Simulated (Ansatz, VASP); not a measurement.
# AlN: VASP beside Ansatz

Contents of INCAR:

```
PREC = Accurate
ENCUT = 520
EDIFF = 1E-6
ISMEAR = 0
SIGMA = 0.05
LREAL = F
LASPH = T
NELM = 60
ALGO = Normal
ISIF = 2
LWAVE = F
LCHARG = T
GGA = PS
LELF = T
LVHAR = T
NBANDS = 16
```

The input KPOINTS:

```
regular mesh
0
Gamma
  9 9 6
```

The input POSCAR:

```
AlN
1.0
    3.3559905333      0.0000000000      0.0000000000
   -1.6779952667      2.9063730567      0.0000000000
    0.0000000000      0.0000000000      4.4872949421
Al N
2 2
Direct
    0.3333333333      0.6666666667      0.7500000000
    0.6666666667      0.3333333333      0.2500000000
    0.3333333333      0.6666666667      0.2500000000
    0.6666666667      0.3333333333      0.7500000000
```

Input for Ansatz:

```yaml
crystal:
  lattice:
    - [3.3559905333, 0.0, 0.0]
    - [-1.6779952667, 2.9063730567, 0.0]
    - [0.0, 0.0, 4.4872949421]
  atoms:
    - { symbol: Al, position: [0.3333333333, 0.6666666667, 0.75] }
    - { symbol: Al, position: [0.6666666667, 0.3333333333, 0.25] }
    - { symbol: "N", position: [0.3333333333, 0.6666666667, 0.25] }
    - { symbol: "N", position: [0.6666666667, 0.3333333333, 0.75] }
basis:
  ecutwfc: 520.0
kpoints:
  mp_grid: { grid: [9, 9, 6] }
hamiltonian:
  xc: pbesol
  pseudopotentials: { kind: paw, azcp: { folder: soft_1 } }
scf:
  occupations: { method: gaussian, width: 0.05 }
output:
  forces: true
  stress: true
  eigenvalues: true
```

Alike in both runs: task single point; functional PBEsol; k mesh 9 × 9 × 6; occupations gaussian, width 0.05 eV; no spin polarisation.

|  | VASP | Ansatz |
| --- | --- | --- |
| version | VASP 6.6.1 | Ansatz 0.2.0 |
| potentials or method | VASP PAW PBE potentials, release 64 (Al, N), cutoff 520 eV | scalar-relativistic, plane waves, PAW |
| valence electrons in the cell | 16 | 16 |

|  | VASP | Ansatz | Ansatz less VASP |
| --- | --- | --- | --- |
| gap on the k mesh at the Fermi level (eV) | 2.32 | 2.30 | -0.011 |
| least direct gap on the mesh (eV) | 2.32 | 2.30 | -0.011 |
| pressure (GPa) | -17.4 | -17.4 | +0.04 |
| traceless stress, the component that is largest in VASP (GPa) | -1.20 | -1.16 | +0.038 |

VASP's potentials were made for PBE, not for PBEsol, and Ansatz warns of the same on its side. With one functional, cell and mesh, what is left measures potentials, basis and numerics.
